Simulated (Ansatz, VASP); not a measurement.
# InAs in VASP and in Ansatz

File INCAR:

```
ALGO     = Normal         # electronic algorithm
EDIFF    = 1E-6           # SCF threshold, eV
ENCUT    = 520            # plane-wave cutoff, eV
GGA      = PS             # functional
ISIF     = 2              # what is computed and relaxed
ISMEAR   = 0              # smearing method
LASPH    = T              # aspherical terms in the spheres
LCHARG   = F              # write CHGCAR
LREAL    = F              # projectors in reciprocal space
LWAVE    = F              # write WAVECAR
NBANDS   = 26             # bands
NELM     = 100            # most SCF steps
PREC     = Accurate       # precision mode
SIGMA    = 0.1            # smearing width, eV
```

KPOINTS

```
k-points
0
Gamma
  12 12 10
```

File POSCAR:

```
InAs
1.0
    3.0435760268      3.0435760268      0.0000000000
   -3.0435760268      3.0435760268      0.0000000000
    0.0000000000      0.0000000000      5.9045374920
In As
2 2
Direct
    0.5000000000      0.0000000000      0.2500000000
    0.0000000000      0.5000000000      0.7500000000
    0.0000000000      0.0000000000      0.0000000000
    0.5000000000      0.5000000000      0.5000000000
```

Input for Ansatz:

```yaml
crystal:
  lattice:
    - [3.0435760268, 3.0435760268, 0.0]
    - [-3.0435760268, 3.0435760268, 0.0]
    - [0.0, 0.0, 5.904537492]
  atoms:
    - { symbol: In, position: [0.5, 0.0, 0.25] }
    - { symbol: In, position: [0.0, 0.5, 0.75] }
    - { symbol: As, position: [0.0, 0.0, 0.0] }
    - { symbol: As, position: [0.5, 0.5, 0.5] }
basis:
  ecutwfc: 420
kpoints:
  mp_grid: { grid: [12, 12, 10] }
hamiltonian:
  xc: pbesol
scf:
  occupations: { method: gaussian, width: 0.1 }
output:
  forces: true
  stress: true
  eigenvalues: true
```

Change from the starting cell: strain along c alone, the other axes held, atoms relaxed: -3.0 %.

Alike in both runs: task single point; functional PBEsol; k mesh 12 × 12 × 10; occupations gaussian, width 0.1 eV; no spin polarisation.

|  | VASP | Ansatz |
| --- | --- | --- |
| version | VASP 6.6.1 | Ansatz 0.2.0 |
| potentials or method | VASP PAW PBE potentials, release 64 (In_d, As), cutoff 520 eV | scalar-relativistic, plane waves, PAW |
| valence electrons in the cell | 36 | 56 |

VASP gave:

| Quantity | Value |
| --- | --- |
| gap on the k mesh at the Fermi level (eV) | 0.14 |
| least direct gap on the mesh (eV) | 0.14 |
| pressure (GPa) | 1.9 |
| traceless stress, the component that is largest in VASP (GPa) | 0.64 |

Problem. What did Ansatz give for the same quantities?

Solution. gap on the k mesh at the Fermi level (eV): 0.14; least direct gap on the mesh (eV): 0.14; pressure (GPa): 1.8; traceless stress, the component that is largest in VASP (GPa): 0.64.

VASP's potentials were made for PBE, not for PBEsol. VASP's potentials hold 36 valence electrons a cell and Ansatz's 56, so a difference there can come from the potentials and not from the codes.
